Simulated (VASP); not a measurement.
# HfTa (Cmmm) in VASP: further runs

HfTa is run at these levels: LDA, PBE, PBEsol, RPBE; tasks: single point.

Everything below comes from runs of VASP 6.6.1. Logs are shortened: lines on timing, memory, paths and dates and some standing lists are left out, and cuts for length are marked.

### 1 The cell of the first run

Symmetry: Cmmm, No. 65, orthorhombic system. The conventional cell has a = 3.425 Å, b = 4.799 Å, c = 4.848 Å, α = 90.00°, β = 90.00°, γ = 90.00°. Within 3.9 Å of Ta (site symmetry mmm) lie 6 Ta at 2.95 to 3.43 Å and 8 Hf at 2.97 to 3.41 Å. Within 3.9 Å of Hf (site symmetry mmm) lie 6 Hf at 2.95 to 3.43 Å and 8 Ta at 2.97 to 3.41 Å.

### 2 Single point, LDA

Contents of INCAR:

```
PREC = Accurate
ENCUT = 520
EDIFF = 1E-6
ISMEAR = -1
SIGMA = 0.05
LREAL = False
LASPH = True
NELM = 100
ALGO = Normal
ISIF = 2
LWAVE = False
LCHARG = False
GGA = CA
NBANDS = 18
```

Contents of KPOINTS:

```
regular mesh
0
Gamma
  6 6 3
```

Contents of POSCAR:

```
HfTa
1.0
    1.7127470000     -2.3996010000      0.0000000000
    1.7127470000      2.3996010000      0.0000000000
    0.0000000000      0.0000000000      4.8475550000
Ta Hf
1 1
Direct
    0.5000000000      0.5000000000      0.5000000000
    0.0000000000      0.0000000000      0.0000000000
```

Potentials or basis: VASP PAW LDA potentials, release 64 (Ta_pv, Hf_pv).

Run with:

```
$ cat potpaw_LDA.64/Ta_pv/POTCAR potpaw_LDA.64/Hf_pv/POTCAR > POTCAR
$ mpirun -np 1 vasp_std > vasp.out
```

OUTCAR:

```text
PREC = Accurate
   ENCUT = 520
   EDIFF = 1E-6
   ISMEAR = -1
   LREAL = False
   LASPH = True
   NELM = 100
   ISIF = 2
   GGA = CA

 ion  position               nearest neighbor table
   1  0.500  0.500  0.500-   2 2.97   2 2.97   2 2.97   2 2.97   2 3.41   2 3.41   2 3.41   2 3.41

   2  0.000  0.000  0.000-   1 2.97   1 2.97   1 2.97   1 2.97   1 3.41   1 3.41   1 3.41   1 3.41

  LATTYP: Found a base centered orthorhombic cell.
 ALAT       =     3.4254940000
 B/A-ratio  =     1.4010247865
 C/A-ratio  =     1.4151404148

  Lattice vectors:

 A1 = (   1.7127470000,  -2.3996010000,   0.0000000000)
 A2 = (   1.7127470000,   2.3996010000,   0.0000000000)
 A3 = (   0.0000000000,   0.0000000000,   4.8475550000)

Analysis of symmetry for initial positions (statically):
=====================================================================
 Subroutine PRICEL returns:
 Original cell was already a primitive cell.

 Routine SETGRP: Setting up the symmetry group for a
 base centered orthorhombic supercell.

 Subroutine GETGRP returns: Found  8 space group operations
 (whereof  8 operations were pure point group operations)
 out of a pool of  8 trial point group operations.

The static configuration has the point symmetry D_2h.

Analysis of symmetry for dynamics (positions and initial velocities):
=====================================================================
 Subroutine PRICEL returns:
 Original cell was already a primitive cell.

 Routine SETGRP: Setting up the symmetry group for a
 base centered orthorhombic supercell.

 Subroutine GETGRP returns: Found  8 space group operations
 (whereof  8 operations were pure point group operations)
 out of a pool of  8 trial point group operations.

The dynamic configuration has the point symmetry D_2h.

 Subroutine INISYM returns: Found  8 space group operations
 (whereof  8 operations are pure point group operations),
 and found     1 'primitive' translations

----------------------------------------------------------------------------------------

                                     Primitive cell

  volume of cell :      39.8460

  direct lattice vectors                    reciprocal lattice vectors
     1.712747000 -2.399601000  0.000000000     0.291928697 -0.208367975  0.000000000
     1.712747000  2.399601000  0.000000000     0.291928697  0.208367975  0.000000000
[... 75 lines left out ...]
 SYSTEM =  unknown system
   PREC   = accura    normal or accurate (medium, high low for compatibility)
   ISTART =      0    job   : 0-new  1-cont  2-samecut
   ICHARG =      2    charge: 1-file 2-atom 10-const
   ISPIN  =      1    spin polarized calculation?
   LNONCOLLINEAR =      F non collinear calculations
   LSORBIT =      F    spin-orbit coupling
   LASPH  =      T    aspherical Exc in radial PAW
   ENCUT  =  520.0 eV  38.22 Ry    6.18 a.u.   5.48  5.48  9.01*2*pi/ulx,y,z
   NELM   =    100;   NELMIN=  2; NELMDL= -5     # of ELM steps
   EDIFF  = 0.1E-05   stopping-criterion for ELM
   LREAL  =      F    real-space projection
   EDIFFG = 0.1E-04   stopping-criterion for IOM
   NSW    =      0    number of steps for IOM
   IBRION =     -1    ionic relax: 0-MD 1-quasi-New 2-CG
   NFREE  =      0    steps in history (QN), initial steepest desc. (CG)
   ISIF   =      2    stress and relaxation
   ISYM   =      2    0-nonsym 1-usesym 2-fastsym
   POTIM  = 0.5000    time-step for ionic-motion
   TEBEG  =    0.0;   TEEND  =   0.0 temperature during run
   PSTRESS=    0.0 pullay stress
   NELECT =      21.0000    total number of electrons
   NUPDOWN=      -1.0000    fix difference up-down
   EMIN   =  10.00;   EMAX   =-10.00  energy-range for DOS
   EFERMI =   0.00;   METHOD = LEGACY
   ISMEAR =    -1;   SIGMA  =   0.05  broadening in eV -4-tet -1-fermi 0-gaus
   EFERMI_NEDOS =   21; number of points for ismear=-14 and -15
   IALGO  =     38    algorithm
   IMIX   =      4    mixing-type and parameters
     AMIX     =   0.40;   BMIX     =  1.00
     AMIX_MAG =   1.60;   BMIX_MAG =  1.00
  volume/ion in A,a.u.               =      19.92       134.45
  Fermi-wavevector in a.u.,A,eV,Ry     =   1.322370  2.498917 23.791990  1.748662
  Thomas-Fermi vector in A             =   2.452056
   LORBIT       =      0    0 simple, 1 ext, 2 COOP (PROOUT), +10 PAW based schemes
   GGA     = CA    functional components
   LHFCALC =     F    Hartree Fock is set to
   AEXX    =    0.0000 exact exchange contribution
   IVDW    =     0    specifies the selected vdW correction
   LEPSILON=     F    determine dielectric tensor
   LRPA    =     F    only Hartree local field effects (RPA)
 non-spin polarized calculation
  energy-cutoff  :      520.00
  volume of cell :       39.85
 maximum number of plane-waves:      1092
 NGX is ok and might be reduce to    24
   NGX = 11   NGY = 11   NGZ = 19

 number of electron      21.0000004 magnetization

 Free energy of the ion-electron system (eV)
  ---------------------------------------------------
  ext. energy  EPLUGINS =         0.00000000
  ---------------------------------------------------
  free energy    TOTEN  =       -23.16028913 eV

  energy without entropy =      -23.12823695  energy(sigma->0) =      -23.14426304

 E-fermi :   4.9571     XC(G=0): -12.1474

 val. band max:        4.9237644107   @ k =   0.3333  -0.0000   0.3333
 cond. band min:       4.9799784617   @ k =   0.0000   0.0000   0.3333
 fundamental gap:      0.0562140511
 Fermi energy:         4.9570849070

 k-point     1 :       0.0000    0.0000    0.0000
  band No.  band energies     occupation
      1     -28.8560      2.00000
      2     -28.4636      2.00000
      3     -28.2703      2.00000
      4     -24.7859      2.00000
      5     -24.5157      2.00000
      6     -24.3402      2.00000
[... 481 lines left out ...]
      5     -24.9221      2.00000
      6     -24.6732      2.00000
[... 10 lines left out ...]
     17      12.6892      0.00000
     18      13.6558      0.00000

 [... further k-points ...]
[... 5 lines left out ...]
  --------------------------------------------------------------------------------------
  -------------------------------------------------------------------------------------
  Total       -2.6038527     -1.7816682     -2.6812007     -0.0000000      0.0000000      0.0000000
  in kB     -104.6988719    -71.6394784   -107.8089764     -0.0000000      0.0000000      0.0000000
  external PRESSURE =     -94.7157756 kB  Pullay stress =       0.0000000 kB

 VOLUME and BASIS-vectors are now :
 -----------------------------------------------------------------------------
  energy-cutoff  :      520.00
  volume of cell :       39.85
      direct lattice vectors                 reciprocal lattice vectors
     1.712747000 -2.399601000  0.000000000     0.291928697 -0.208367975  0.000000000
     1.712747000  2.399601000  0.000000000     0.291928697  0.208367975  0.000000000
     0.000000000  0.000000000  4.847555000     0.000000000  0.000000000  0.206289562

 POSITION                                       TOTAL-FORCE (eV/Angst)
 -----------------------------------------------------------------------------------
      1.71275      0.00000      2.42378         0.000000      0.000000      0.000000
      0.00000      0.00000      0.00000        -0.000000      0.000000      0.000000
 -----------------------------------------------------------------------------------
    total drift:                                0.000000      0.000000     -0.000000

  FREE ENERGIE OF THE ION-ELECTRON SYSTEM (eV)
  ---------------------------------------------------
  free  energy   TOTEN  =       -23.1602891292 eV

  energy  without entropy=      -23.1282369527  energy(sigma->0) =      -23.14426304
```

OSZICAR:

```text
N       E                     dE             d eps       ncg     rms          rms(c)
DAV:   1     0.109881334191E+03    0.10988E+03   -0.11477E+04   936   0.112E+03
DAV:   2    -0.209581954789E+02   -0.13084E+03   -0.12822E+03  1212   0.299E+02
DAV:   3    -0.240209037154E+02   -0.30627E+01   -0.30325E+01  1082   0.386E+01
DAV:   4    -0.240421460361E+02   -0.21242E-01   -0.21232E-01  1120   0.360E+00
DAV:   5    -0.240423120637E+02   -0.16603E-03   -0.16602E-03  1058   0.299E-01    0.521E+01
DAV:   6    -0.233767026388E+02    0.66561E+00   -0.99601E-01  1038   0.647E+00    0.278E+01
DAV:   7    -0.233921532103E+02   -0.15451E-01   -0.30438E+00   996   0.599E+00    0.104E+01
DAV:   8    -0.231660504027E+02    0.22610E+00   -0.15951E+00  1054   0.334E+00    0.196E+00
DAV:   9    -0.231605499636E+02    0.55004E-02   -0.32056E-02  1040   0.121E+00    0.768E-01
DAV:  10    -0.231603068015E+02    0.24316E-03   -0.16828E-03  1154   0.266E-01    0.184E-01
DAV:  11    -0.231602928965E+02    0.13905E-04   -0.98927E-05  1084   0.559E-02    0.791E-02
DAV:  12    -0.231602892470E+02    0.36496E-05   -0.17743E-05  1096   0.229E-02    0.100E-02
DAV:  13    -0.231602891292E+02    0.11773E-06   -0.64616E-07   510   0.595E-03
   1 F= -.23160289E+02 E0= -.23144263E+02  d E =-.320522E-01
```

stdout:

```text
POSCAR found type information on POSCAR TaHf
 POSCAR found :  2 types and       2 ions
 scaLAPACK will be used
 LDA part: xc-table for (Slater(with rela. corr.)+CA(PZ))
 , standard interpolation
 POSCAR, INCAR and KPOINTS ok, starting setup
 FFT: planning ... GRIDC
 FFT: planning ... GRID_SOFT
 FFT: planning ... GRID
 WAVECAR not read
 entering main loop
```

Run time: 26 s. Hardware: 1 thread of AMD EPYC 7R13, shared host; peak memory 0.12 GiB.

What came out:

| Quantity | Value |
| --- | --- |
| Free energy | -23.1603 eV |
| Pressure | -9.5 GPa |

Caveat: the k points lie up to 0.43 Å⁻¹ apart; spin-orbit coupling is left out, which moves the levels of the heavy elements.

### 3 Single point, PBE

Contents of INCAR:

```
  PREC = Accurate
  ENCUT = 520
  EDIFF = 1E-6
  ISMEAR = -1
  SIGMA = 0.05
  LREAL = F
  LASPH = T
  NELM = 60
  ALGO = Normal
  ISIF = 2
  LWAVE = F
  LCHARG = F
  GGA = PE
  NBANDS = 18
```

KPOINTS is that of step 2.

POSCAR is that of step 2.

Potentials or basis: VASP PAW PBE potentials, release 64 (Ta_pv, Hf_pv).

Run with:

```
$ cat potpaw_PBE.64/Ta_pv/POTCAR potpaw_PBE.64/Hf_pv/POTCAR > POTCAR
$ mpirun -np 1 vasp_std > vasp.out
```

Run time: 30 s. Hardware: 1 thread of AMD EPYC 7R13, shared host; peak memory 0.13 GiB.

The run converged. Its results:

```yaml
Free_energy: -21.4038 eV
Pressure: 0.4 GPa
```

Stress tensor (GPa, compression positive):
```
-0.17  0.00  0.00
 0.00  2.55  0.00
 0.00  0.00 -1.20
```

Levels at points of the mesh, in eV from the Fermi level:
| k point | band 8 | band 9 | band 10 | band 11 | band 12 | band 13 |
| --- | --- | --- | --- | --- | --- | --- |
| (0.00, 0.00, 0.00) | -3.89 | -1.13 | 1.11 | 1.14 | 1.15 | 1.31 |
| (0.50, 0.00, 0.00) | -2.61 | -1.26 | -0.90 | -0.52 | -0.06 | 3.22 |
| (0.50, 0.50, 0.00) | -3.22 | -3.19 | -1.06 | 1.44 | 3.96 | 5.01 |

Caveat: the k points lie up to 0.43 Å⁻¹ apart; spin-orbit coupling is left out, which moves the levels of the heavy elements.

### 4 Single point, PBEsol

Contents of INCAR:

```
SYSTEM = HfTa
  ALGO = Fast
  EDIFF = 1E-7
  ENCUT = 520
  GGA = PS
  ISIF = 2
  ISMEAR = -1
  LASPH = .True.
  LCHARG = .False.
  LREAL = .False.
  LWAVE = .False.
  NBANDS = 18
  NELM = 100
  PREC = Accurate
  SIGMA = 0.05
```

Contents of KPOINTS:

```
k-points
0
Gamma
  6 6 3
  0 0 0
```

POSCAR is that of step 3.

Run with:

```
$ cat potpaw_PBE.64/Ta_pv/POTCAR potpaw_PBE.64/Hf_pv/POTCAR > POTCAR
$ mpirun -np 1 vasp_std > vasp.out
```

Wall time 52 s (1 thread of AMD EPYC 7R13, shared host); peak memory 0.13 GiB.

It converged, with:

```
Free energy : -22.7136 eV
Pressure    : -5.3 GPa
```

Stress tensor (GPa, compression positive):
```
-5.99  0.00  0.00
 0.00 -3.10  0.00
 0.00  0.00 -6.83
```

Levels at points of the mesh, in eV from the Fermi level:
```tsv
k point	band 7	band 8	band 9	band 10	band 11	band 12	band 13	band 14
(0.00, 0.00, 0.00)	-7.49	-3.90	-1.14	1.09	1.12	1.14	1.34	3.64
(0.50, 0.00, 0.00)	-2.92	-2.62	-1.26	-0.90	-0.52	-0.06	3.21	4.18
(0.50, 0.50, 0.00)	-3.87	-3.22	-3.19	-1.07	1.47	3.95	5.00	6.44
```

Caveat: the k points lie up to 0.43 Å⁻¹ apart; the PAW data sets were made with another functional, which shifts forces and pressure a little; spin-orbit coupling is left out, which moves the levels of the heavy elements.

### 5 Single point, RPBE

Contents of INCAR:

```
ALGO = Normal
EDIFF = 1E-6
ENCUT = 520
GGA = RP
ISIF = 2
ISMEAR = -1
LASPH = T
LCHARG = T
LELF = T
LREAL = F
LVHAR = T
LWAVE = F
NBANDS = 18
NELM = 80
PREC = Accurate
SIGMA = 0.05
```

Contents of KPOINTS:

```
k-points
0
Gamma
  6 6 3
```

POSCAR is that of step 4.

Potentials or basis: VASP PAW PBE potentials, release 64 (Ta_pv, Hf_pv).

Run with:

```
$ cat potpaw_PBE.64/Ta_pv/POTCAR potpaw_PBE.64/Hf_pv/POTCAR > POTCAR
$ mpirun -np 1 vasp_std > vasp.out
```

OUTCAR:

```text
EDIFF = 1E-6
   ENCUT = 520
   GGA = RP
   ISIF = 2
   ISMEAR = -1
   LASPH = T
   LREAL = F
   NELM = 80
   PREC = Accurate

 ion  position               nearest neighbor table
   1  0.500  0.500  0.500-   2 2.97   2 2.97   2 2.97   2 2.97   2 3.41   2 3.41   2 3.41   2 3.41

   2  0.000  0.000  0.000-   1 2.97   1 2.97   1 2.97   1 2.97   1 3.41   1 3.41   1 3.41   1 3.41

  LATTYP: Found a base centered orthorhombic cell.
 ALAT       =     3.4254940000
 B/A-ratio  =     1.4010247865
[... 694 lines left out ...]

------------------------ aborting loop because EDIFF is reached ----------------------------------------

  FORCE on cell =-STRESS in cart. coord.  units (eV):
  Direction    XX          YY          ZZ          XY          YZ          ZX
  --------------------------------------------------------------------------------------
  -------------------------------------------------------------------------------------
  Total        0.7965740      1.4155019      0.4846381      0.0000000      0.0000000      0.0000000
  in kB       32.0296139     56.9162195     19.4869192      0.0000000      0.0000000      0.0000000
  external PRESSURE =      36.1442509 kB  Pullay stress =       0.0000000 kB

 VOLUME and BASIS-vectors are now :
 -----------------------------------------------------------------------------
  energy-cutoff  :      520.00
  volume of cell :       39.85
      direct lattice vectors                 reciprocal lattice vectors
     1.712747000 -2.399601000  0.000000000     0.291928697 -0.208367975  0.000000000
     1.712747000  2.399601000  0.000000000     0.291928697  0.208367975  0.000000000
     0.000000000  0.000000000  4.847555000     0.000000000  0.000000000  0.206289562

 POSITION                                       TOTAL-FORCE (eV/Angst)
 -----------------------------------------------------------------------------------
      1.71275      0.00000      2.42378         0.000000      0.000000      0.000000
      0.00000      0.00000      0.00000        -0.000000      0.000000      0.000000
 -----------------------------------------------------------------------------------
    total drift:                                0.000000      0.000000     -0.000000

  FREE ENERGIE OF THE ION-ELECTRON SYSTEM (eV)
  ---------------------------------------------------
  free  energy   TOTEN  =       -20.4600139175 eV

  energy  without entropy=      -20.4283620119  energy(sigma->0) =      -20.44418796
```

OSZICAR:

```text
N       E                     dE             d eps       ncg     rms          rms(c)
DAV:   1     0.112859559489E+03    0.11286E+03   -0.11498E+04   936   0.112E+03
DAV:   2    -0.181036654722E+02   -0.13096E+03   -0.12833E+03  1196   0.301E+02
DAV:   3    -0.212118165379E+02   -0.31082E+01   -0.30767E+01  1116   0.391E+01
DAV:   4    -0.212333549926E+02   -0.21538E-01   -0.21527E-01  1104   0.365E+00
DAV:   5    -0.212335246222E+02   -0.16963E-03   -0.16963E-03  1066   0.308E-01    0.528E+01
DAV:   6    -0.206556908214E+02    0.57783E+00   -0.93966E-01  1034   0.660E+00    0.286E+01
DAV:   7    -0.206757975240E+02   -0.20107E-01   -0.28704E+00  1004   0.644E+00    0.106E+01
DAV:   8    -0.204647867079E+02    0.21101E+00   -0.16358E+00  1054   0.340E+00    0.175E+00
DAV:   9    -0.204607510844E+02    0.40356E-02   -0.25574E-02  1014   0.108E+00    0.697E-01
DAV:  10    -0.204599986545E+02    0.75243E-03   -0.41091E-03  1052   0.441E-01    0.188E-01
DAV:  11    -0.204600179171E+02   -0.19263E-04   -0.91187E-05  1060   0.756E-02    0.796E-02
DAV:  12    -0.204600146522E+02    0.32649E-05   -0.77130E-05  1136   0.354E-02    0.126E-02
DAV:  13    -0.204600139175E+02    0.73474E-06   -0.34561E-06   934   0.106E-02
   1 F= -.20460014E+02 E0= -.20444188E+02  d E =-.316519E-01
```

stdout:

```text
POSCAR found type information on POSCAR TaHf
 POSCAR found :  2 types and       2 ions
 scaLAPACK will be used
 -----------------------------------------------------------------------------
|                                                                             |
|                                                                             |
|     You enforced a specific xc type in the INCAR file but a different       |
|     I HOPE YOU KNOW WHAT YOU ARE DOING!                                     |
|                                                                             |
 -----------------------------------------------------------------------------

 LDA part: xc-table for (Slater+PW92), standard interpolation
 POSCAR, INCAR and KPOINTS ok, starting setup
 FFT: planning ... GRIDC
 FFT: planning ... GRID_SOFT
 FFT: planning ... GRID
 WAVECAR not read
 entering main loop
```

It took 39 s on 1 thread of AMD EPYC 7R13, shared host; peak memory 0.13 GiB.

What came out:

- Free energy: -20.4600 eV
- Pressure: 3.6 GPa

Caveat: the k points lie up to 0.43 Å⁻¹ apart; the PAW data sets were made with another functional, which shifts forces and pressure a little; spin-orbit coupling is left out, which moves the levels of the heavy elements.

### 6 Overview

```tsv
level	potentials or basis	gap on the mesh (eV)	pressure (GPa)
LDA	VASP PAW LDA potentials, release 64 (Ta_pv, Hf_pv)	none	-9.5
PBE	VASP PAW PBE potentials, release 64 (Ta_pv, Hf_pv)	none	0.4
PBEsol	VASP PAW PBE potentials, release 64 (Ta_pv, Hf_pv)	none	-5.3
RPBE	VASP PAW PBE potentials, release 64 (Ta_pv, Hf_pv)	none	3.6
```

Alike in all rows: task single point; no spin polarisation; cell as given; k mesh 6 × 6 × 3; cutoff (eV) 520; smearing fermi-dirac 0.05 eV.

Caveats: all runs use coarse meshes; spin-orbit coupling is left out, which moves the levels of the heavy elements; the PAW data sets were made with another functional, which shifts forces and pressure a little (some runs).

Total energies depend on the potentials used, so only differences within one code and one set of settings carry meaning.
